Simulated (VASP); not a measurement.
# Ba4N (P-43m) in VASP: a series of runs

The runs below take Ba4N through relaxation of cell and atoms, single point, with PBE.

All numbers are computed with VASP 6.6.1; they aren't measurements. Logs are shortened: lines on timing, memory, paths and dates and some standing lists are left out, and cuts for length are marked.

### Step 1. The cell of the first run

The structure is cubic, space group P-43m (No. 215). The conventional cell has a = 6.643 Å, b = 6.643 Å, c = 6.643 Å, α = 90.00°, β = 90.00°, γ = 90.00°. Within 3.3 Å of Ba (site symmetry 3m) lie 1 N at 2.48 Å. N (site symmetry -43m) has 4 Ba at 2.48 Å within 3.3 Å.

### Step 2. Relaxation of cell and atoms, PBE (atoms taken out)

INCAR

```
SYSTEM = Ba4N
PREC = Accurate
ENCUT = 600
EDIFF = 1E-6
ISMEAR = 0
SIGMA = 0.1
LREAL = .False.
LASPH = .True.
NELM = 100
ALGO = Normal
ISIF = 3
LWAVE = .False.
LCHARG = .False.
GGA = PE
IBRION = 2
NSW = 100
EDIFFG = -0.01
```

KPOINTS

```
Automatic mesh
0
Gamma
  6 6 6
  0 0 0
```

POSCAR

```
Ba4N
1.0
    6.6433300507      0.0000000000      0.0000000000
    0.0000000000      6.6433300507      0.0000000000
    0.0000000000      0.0000000000      6.6433300507
Ba N
4 1
Direct
    0.2156752894      0.2156752894      0.2156752894
    0.7843247106      0.7843247106      0.2156752894
    0.7843247106      0.2156752894      0.7843247106
    0.2156752894      0.7843247106      0.7843247106
    0.0000000000      0.0000000000      0.0000000000
```

Potentials or basis: VASP PAW PBE potentials, release 64 (Ba_sv, N).

Command:

```sh
$ cat potpaw_PBE.64/Ba_sv/POTCAR potpaw_PBE.64/N/POTCAR > POTCAR
$ mpirun -np 1 vasp_std > vasp.out
```

OUTCAR:

```text
SYSTEM = Ba4N
   PREC = Accurate
   ENCUT = 600
   EDIFF = 1E-6
   ISMEAR = 0
   LREAL = .False.
   LASPH = .True.
   NELM = 100
   ISIF = 3
   GGA = PE
   IBRION = 2
   NSW = 100
   EDIFFG = -0.01

 ion  position               nearest neighbor table
   1  0.216  0.216  0.216-   5 2.48   3 4.05   4 4.05   2 4.05   3 4.74   4 4.74   2 4.74   3 4.74
                             2 4.74   4 4.74
   2  0.784  0.784  0.216-   5 2.48   3 4.05   4 4.05   1 4.05   3 4.74   4 4.74   1 4.74   3 4.74
                             1 4.74   4 4.74
   3  0.784  0.216  0.784-   5 2.48   2 4.05   4 4.05   1 4.05   2 4.74   4 4.74   1 4.74   2 4.74
                             1 4.74   4 4.74
   4  0.216  0.784  0.784-   5 2.48   2 4.05   3 4.05   1 4.05   2 4.74   3 4.74   1 4.74   2 4.74
                             1 4.74   3 4.74
   5  0.000  0.000  0.000-   1 2.48   2 2.48   3 2.48   4 2.48

  LATTYP: Found a simple cubic cell.
 ALAT       =     6.6433300507

  Lattice vectors:

 A1 = (   6.6433300507,   0.0000000000,   0.0000000000)
 A2 = (   0.0000000000,   6.6433300507,   0.0000000000)
 A3 = (   0.0000000000,   0.0000000000,   6.6433300507)

Analysis of symmetry for initial positions (statically):
=====================================================================
 Subroutine PRICEL returns:
 Original cell was already a primitive cell.

 Routine SETGRP: Setting up the symmetry group for a
 simple cubic supercell.

 Subroutine GETGRP returns: Found 24 space group operations
 (whereof 24 operations were pure point group operations)
 out of a pool of 48 trial point group operations.

The static configuration has the point symmetry T_d .

Analysis of symmetry for dynamics (positions and initial velocities):
=====================================================================
 Subroutine PRICEL returns:
 Original cell was already a primitive cell.

 Routine SETGRP: Setting up the symmetry group for a
 simple cubic supercell.

 Subroutine GETGRP returns: Found 24 space group operations
 (whereof 24 operations were pure point group operations)
 out of a pool of 48 trial point group operations.

The dynamic configuration has the point symmetry T_d .

 Subroutine INISYM returns: Found 24 space group operations
 (whereof 24 operations are pure point group operations),
 and found     1 'primitive' translations

----------------------------------------------------------------------------------------

                                     Primitive cell

  volume of cell :     293.1956

  direct lattice vectors                    reciprocal lattice vectors
     6.643330051  0.000000000  0.000000000     0.150526918  0.000000000  0.000000000
     0.000000000  6.643330051  0.000000000     0.000000000  0.150526918  0.000000000
     0.000000000  0.000000000  6.643330051     0.000000000  0.000000000  0.150526918

  length of vectors
     6.643330051  6.643330051  6.643330051     0.150526918  0.150526918  0.150526918

  position of ions in fractional coordinates (direct lattice)
     0.215675289  0.215675289  0.215675289
     0.784324711  0.784324711  0.215675289
     0.784324711  0.215675289  0.784324711
     0.215675289  0.784324711  0.784324711
     0.000000000  0.000000000  0.000000000

  ion indices of the primitive-cell ions
   primitive index   ion index
                 1           1
                 2           2
                 3           3
                 4           4
                 5           5

----------------------------------------------------------------------------------------

 KPOINTS: Automatic mesh

Automatic generation of k-mesh.
 Grid dimensions read from file:
 generate k-points for:    6    6    6

 Generating k-lattice:

  Cartesian coordinates                     Fractional coordinates (reciprocal lattice)
     0.025087820  0.000000000  0.000000000     0.166666667  0.000000000  0.000000000
     0.000000000  0.025087820  0.000000000     0.000000000  0.166666667  0.000000000
     0.000000000  0.000000000  0.025087820     0.000000000  0.000000000  0.166666667

  Length of vectors
     0.025087820  0.025087820  0.025087820

  Shift w.r.t. Gamma in fractional coordinates (k-lattice)
     0.000000000  0.000000000  0.000000000

 Subroutine IBZKPT returns following result:
 ===========================================

 Found     20 irreducible k-points:

 Following reciprocal coordinates:
            Coordinates               Weight
  0.000000  0.000000  0.000000      1.000000
  0.166667  0.000000  0.000000      6.000000
  0.333333  0.000000  0.000000      6.000000
  0.500000  0.000000  0.000000      3.000000
  0.166667  0.166667  0.000000     12.000000
  0.333333  0.166667  0.000000     24.000000
[... 12 lines left out ...]
  0.500000  0.500000  0.333333      6.000000
  0.500000  0.500000  0.500000      1.000000
   k-points           NKPTS =     20   k-points in BZ     NKDIM =     20   number of bands    NBANDS=     27
   number of dos      NEDOS =    301   number of ions     NIONS =      5
   total plane-waves  NPLWV = 157464
   dimension x,y,z NGX =    54 NGY =   54 NGZ =   54
   dimension x,y,z NGXF=   108 NGYF=  108 NGZF=  108
   ions per type =               4   1
   NGX,Y,Z   is equivalent  to a cutoff of  13.51, 13.51, 13.51 a.u.
   NGXF,Y,Z  is equivalent  to a cutoff of  27.03, 27.03, 27.03 a.u.
 SYSTEM =  Ba4N
   PREC   = accura    normal or accurate (medium, high low for compatibility)
   ISTART =      0    job   : 0-new  1-cont  2-samecut
   ICHARG =      2    charge: 1-file 2-atom 10-const
   ISPIN  =      1    spin polarized calculation?
   LNONCOLLINEAR =      F non collinear calculations
   LSORBIT =      F    spin-orbit coupling
   LASPH  =      T    aspherical Exc in radial PAW
   ENCUT  =  600.0 eV  44.10 Ry    6.64 a.u.  13.27 13.27 13.27*2*pi/ulx,y,z
   NELM   =    100;   NELMIN=  2; NELMDL= -5     # of ELM steps
   EDIFF  = 0.1E-05   stopping-criterion for ELM
   LREAL  =      F    real-space projection
   EDIFFG = -.1E-01   stopping-criterion for IOM
   NSW    =    100    number of steps for IOM
   IBRION =      2    ionic relax: 0-MD 1-quasi-New 2-CG
   NFREE  =      1    steps in history (QN), initial steepest desc. (CG)
   ISIF   =      3    stress and relaxation
   ISYM   =      2    0-nonsym 1-usesym 2-fastsym
   POTIM  = 0.5000    time-step for ionic-motion
   TEBEG  =    0.0;   TEEND  =   0.0 temperature during run
   PSTRESS=    0.0 pullay stress
   NELECT =      45.0000    total number of electrons
   NUPDOWN=      -1.0000    fix difference up-down
   EMIN   =  10.00;   EMAX   =-10.00  energy-range for DOS
   EFERMI =   0.00;   METHOD = LEGACY
   ISMEAR =     0;   SIGMA  =   0.10  broadening in eV -4-tet -1-fermi 0-gaus
   EFERMI_NEDOS =   21; number of points for ismear=-14 and -15
   IALGO  =     38    algorithm
   IMIX   =      4    mixing-type and parameters
     AMIX     =   0.40;   BMIX     =  1.00
     AMIX_MAG =   1.60;   BMIX_MAG =  1.00
  volume/ion in A,a.u.               =      58.64       395.72
  Fermi-wavevector in a.u.,A,eV,Ry     =   0.876516  1.656375 10.453088  0.768280
  Thomas-Fermi vector in A             =   1.996337
   LORBIT       =      0    0 simple, 1 ext, 2 COOP (PROOUT), +10 PAW based schemes
   GGA     = PE    functional components
   LHFCALC =     F    Hartree Fock is set to
   AEXX    =    0.0000 exact exchange contribution
   IVDW    =     0    specifies the selected vdW correction
   LEPSILON=     F    determine dielectric tensor
   LRPA    =     F    only Hartree local field effects (RPA)
 conjugate gradient relaxation of ions
 non-spin polarized calculation
 Gauss-broadening in eV      SIGMA  =   0.10
  energy-cutoff  :      600.00
  volume of cell :      293.20
 maximum number of plane-waves:      9814
 NGX is ok and might be reduce to    54
   NGX = 27   NGY = 27   NGZ = 27

--------------------------------------- Ionic step        1  -------------------------------------------

 number of electron      44.9999998 magnetization

 Free energy of the ion-electron system (eV)
  ---------------------------------------------------
  ext. energy  EPLUGINS =         0.00000000
  ---------------------------------------------------
  free energy    TOTEN  =       -16.94987956 eV

  energy without entropy =      -16.93022443  energy(sigma->0) =      -16.94005200

------------------------ aborting loop because EDIFF is reached ----------------------------------------

  FORCE on cell =-STRESS in cart. coord.  units (eV):
  Direction    XX          YY          ZZ          XY          YZ          ZX
  --------------------------------------------------------------------------------------
  -------------------------------------------------------------------------------------
  Total        1.1728502      1.1728502      1.1728502     -0.0000000      0.0000000     -0.0000000
  in kB        6.4090792      6.4090792      6.4090792     -0.0000000      0.0000000     -0.0000000
  external PRESSURE =       6.4090792 kB  Pullay stress =       0.0000000 kB

 VOLUME and BASIS-vectors are now :
 -----------------------------------------------------------------------------
  energy-cutoff  :      600.00
  volume of cell :      293.20
      direct lattice vectors                 reciprocal lattice vectors
     6.643330051  0.000000000  0.000000000     0.150526918  0.000000000  0.000000000
     0.000000000  6.643330051  0.000000000     0.000000000  0.150526918  0.000000000
     0.000000000  0.000000000  6.643330051     0.000000000  0.000000000  0.150526918

 POSITION                                       TOTAL-FORCE (eV/Angst)
 -----------------------------------------------------------------------------------
      1.43280      1.43280      1.43280         0.180632      0.180632      0.180632
      5.21053      5.21053      1.43280        -0.180632     -0.180632      0.180632
      5.21053      1.43280      5.21053        -0.180632      0.180632     -0.180632
      1.43280      5.21053      5.21053         0.180632     -0.180632     -0.180632
      0.00000      0.00000      0.00000         0.000000     -0.000000     -0.000000
 -----------------------------------------------------------------------------------
    total drift:                               -0.000000     -0.000000     -0.000000

  FREE ENERGIE OF THE ION-ELECTRON SYSTEM (eV)
  ---------------------------------------------------
  free  energy   TOTEN  =       -16.9498795605 eV
[... 143 lines left out ...]
 POSITION                                       TOTAL-FORCE (eV/Angst)
 -----------------------------------------------------------------------------------
      1.45362      1.45362      1.45362         0.006395      0.006395      0.006395
      5.25012      5.25012      1.45362        -0.006395     -0.006395      0.006395
      5.25012      1.45362      5.25012        -0.006395      0.006395     -0.006395
      1.45362      5.25012      5.25012         0.006395     -0.006395     -0.006395
      0.00000     -0.00000     -0.00000         0.000000     -0.000000      0.000000
 -----------------------------------------------------------------------------------
    total drift:                                0.000000      0.000000     -0.000000

  FREE ENERGIE OF THE ION-ELECTRON SYSTEM (eV)
  ---------------------------------------------------
  free  energy   TOTEN  =       -16.9733294472 eV

  energy  without entropy=      -16.9539849106  energy(sigma->0) =      -16.96365718

--------------------------------------- Ionic step        6  -------------------------------------------

 number of electron      44.9999998 magnetization

 Free energy of the ion-electron system (eV)
  ---------------------------------------------------
  ext. energy  EPLUGINS =         0.00000000
  ---------------------------------------------------
  free energy    TOTEN  =       -16.97352583 eV

  energy without entropy =      -16.95420328  energy(sigma->0) =      -16.96386456

 E-fermi :   1.2677     XC(G=0):  -6.8571

 val. band max:        1.2502410284   @ k =   0.1667   0.0000   0.0000
 cond. band min:       1.2993328728   @ k =   0.1667   0.1667   0.0000
 fundamental gap:      0.0490918444
 Fermi energy:         1.2677492895

 k-point     1 :       0.0000    0.0000    0.0000
  band No.  band energies     occupation
      1     -27.4611      2.00000
      2     -27.4008      2.00000
      3     -27.4008      2.00000
      4     -27.4008      2.00000
      5     -13.9558      2.00000
      6     -12.8586      2.00000
[... 19 lines left out ...]
     26       1.4249      0.02624
     27       2.3518      0.00000
[... 581 lines left out ...]
 VOLUME and BASIS-vectors are now :
 -----------------------------------------------------------------------------
  energy-cutoff  :      600.00
  volume of cell :      300.52
      direct lattice vectors                 reciprocal lattice vectors
     6.698224172 -0.000000000 -0.000000000     0.149293301  0.000000000 -0.000000000
    -0.000000000  6.698224172  0.000000000     0.000000000  0.149293301 -0.000000000
     0.000000000  0.000000000  6.698224172     0.000000000 -0.000000000  0.149293301

 POSITION                                       TOTAL-FORCE (eV/Angst)
 -----------------------------------------------------------------------------------
      1.45390      1.45390      1.45390         0.003574      0.003574      0.003574
      5.24433      5.24433      1.45390        -0.003574     -0.003574      0.003574
      5.24433      1.45390      5.24433        -0.003574      0.003574     -0.003574
      1.45390      5.24433      5.24433         0.003574     -0.003574     -0.003574
     -0.00000      6.69822      0.00000         0.000000      0.000000      0.000000
 -----------------------------------------------------------------------------------
    total drift:                                0.000000      0.000000     -0.000000

  FREE ENERGIE OF THE ION-ELECTRON SYSTEM (eV)
  ---------------------------------------------------
  free  energy   TOTEN  =       -16.9735258311 eV

  energy  without entropy=      -16.9542032817  energy(sigma->0) =      -16.96386456

 reached required accuracy - stopping structural energy minimisation
```

It took 7.6 min on 1 thread of Intel Xeon 6975P-C (Granite Rapids), shared host; peak memory 0.53 GiB.

Results:

```
Free energy                           : -16.9735 eV
Relaxed volume                        : 60.10 Å³/atom
Relaxed cell                          : a = 6.698 Å, b = 6.698 Å, c = 6.698 Å, α = 90.00°, β = 90.00°, γ = 90.00°
Space group after relaxing (to 0.1 Å) : P-43m (No. 215)
Energy gained by relaxing             : 4.7 meV/atom
Ionic steps                           : 6
Pressure after relaxing               : 0.0 GPa
Largest force after relaxing          : 0.006 eV/Å
Band gap on the k mesh                : zero (an odd number of electrons rules out a gap without spin polarisation)
```

Forces on the atoms (eV/Å):
```
Ba   0.004  0.004  0.004
Ba  -0.004 -0.004  0.004
Ba  -0.004  0.004 -0.004
Ba   0.004 -0.004 -0.004
N    0.000  0.000  0.000
```

Step by step:
| step | energy change (eV) | largest force (eV/Å) | pressure (GPa) | volume (Å³) |
| --- | --- | --- | --- | --- |
| 1 | 0.0000 | 0.3129 | 0.64 | 293.20 |
| 2 | -0.0222 | 0.0444 | -0.16 | 303.26 |
| 3 | -0.0234 | 0.0183 | -0.02 | 301.35 |
| 4 | -0.0234 | 0.0130 | -0.03 | 301.51 |
| 5 | -0.0234 | 0.0111 | -0.03 | 301.27 |
| 6 | -0.0236 | 0.0062 | -0.02 | 300.52 |

Final structure:
```
CELL_PARAMETERS angstrom
6.69822 0.00000 0.00000
0.00000 6.69822 0.00000
0.00000 0.00000 6.69822
ATOMIC_POSITIONS crystal
Ba 0.21706 0.21706 0.21706
Ba 0.78294 0.78294 0.21706
Ba 0.78294 0.21706 0.78294
Ba 0.21706 0.78294 0.78294
N 0.00000 0.00000 0.00000
```

Caveat: the cell differs from its parent crystal (atoms taken out); spin-orbit coupling is left out, which moves the levels of the heavy elements.

(Part 1 of 2 ends here.)

The gap in the log of VASP goes by the Fermi energy; the results here count the filled bands.